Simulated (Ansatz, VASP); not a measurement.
Given: the input of a run of VASP 6.6.1 on CdS.

The input POSCAR:

```
CdS
1.0
    4.1500000000      0.0000000000      0.0000000000
   -2.0750000000      3.5940054257      0.0000000000
    0.0000000000      0.0000000000      6.7370000000
Cd S
2 2
Direct
    0.6666666667      0.3333333333      0.5000000000
    0.3333333333      0.6666666667      0.0000000000
    0.6666666667      0.3333333333      0.8750000000
    0.3333333333      0.6666666667      0.3750000000
```

Contents of INCAR.step1:

```
  PREC = Accurate
  ENCUT = 600
  EDIFF = 1E-5
  ISMEAR = -1
  SIGMA = 0.05
  LREAL = F
  LASPH = T
  NELM = 60
  ALGO = Normal
  LWAVE = T
  LCHARG = F
  GGA = PE
  NBANDS = 26
  LUSENCCL = F
```

File INCAR.step2:

```
  PREC = Accurate
  ENCUT = 600
  EDIFF = 1E-6
  ISMEAR = -1
  SIGMA = 0.05
  LREAL = F
  LASPH = T
  NELM = 60
  ALGO = Normal
  ISIF = 3
  LWAVE = F
  LCHARG = F
  GGA = B5
  LHFCALC = T
  AEXX = 0.5
  ALDAX = 0.5
  AGGAX = 0.5
  AGGAC = 1.0
  ALDAC = 0.0
  PRECFOCK = Normal
  IBRION = 2
  NSW = 60
  EDIFFG = -0.01
  ISTART = 1
  LUSENCCL = F
```

KPOINTS

```
Automatic mesh
0
Gamma
  4 4 2
```

Potentials or basis: VASP PAW PBE potentials, release 64 (Cd, S).

The run is started by

```bash
$ cat potpaw_PBE.64/Cd/POTCAR potpaw_PBE.64/S/POTCAR > POTCAR
$ cp INCAR.step1 INCAR
$ mpirun -np 1 vasp_std > vasp.out
$ cp INCAR.step2 INCAR
$ mpirun -np 1 vasp_std > vasp.out
```

Task: Set up the same calculation for Ansatz 0.2.0. Potentials there: Ansatz PAW.

Result: As run (the cutoff follows the program's own potentials):

The input input.yaml:

```yaml
crystal:
  lattice:
    - [4.15, 0.0, 0.0]
    - [-2.075, 3.5940054257, 0.0]
    - [0.0, 0.0, 6.737]
  atoms:
    - { symbol: Cd, position: [0.6666666667, 0.3333333333, 0.5] }
    - { symbol: Cd, position: [0.3333333333, 0.6666666667, 0.0] }
    - { symbol: S, position: [0.6666666667, 0.3333333333, 0.875] }
    - { symbol: S, position: [0.3333333333, 0.6666666667, 0.375] }
hamiltonian:
  xc: { name: BHLYP }
  pseudopotentials: { kind: paw }
kpoints:
  mp_grid: { grid: [4, 4, 2] }
scf:
  occupations: { method: fermi_dirac, width: 0.05 }
output:
  forces: true
  stress: true
relax:
  f_tol: 0.01
  max_steps: 40
  cell: { stress_tol: 0.05 }
```

Potentials or basis: Ansatz PAW.

The run is started by

```sh
$ ansatz run input.yaml --threads 2 --pin off --max-ram 5632MiB --backend cpu --events-out ev --progress --plain --runs-dir out
```

Both were run:

|  | VASP | Ansatz | Ansatz less VASP |
| --- | --- | --- | --- |
| gap on the k mesh at the Fermi level, each at its own relaxed structure (eV) | 4.60 | 4.53 | -0.070 |
| relaxed volume (Å³/atom) | 26.15 | 26.15 | -0.003 |
| relaxed cell length with the largest relative difference (Å) | 6.841 | 6.830 | -0.0110 |

VASP's potentials were made for PBE, not for BHLYP. VASP's potentials hold 36 valence electrons a cell and Ansatz's 52, so a difference there can come from the potentials and not from the codes.

The k mesh is coarse, so the values compare programs but aren't converged. Noted on Ansatz's run: the plane-wave basis is chosen anew once the cell has moved, so the energies of steps on either side of that aren't comparable.
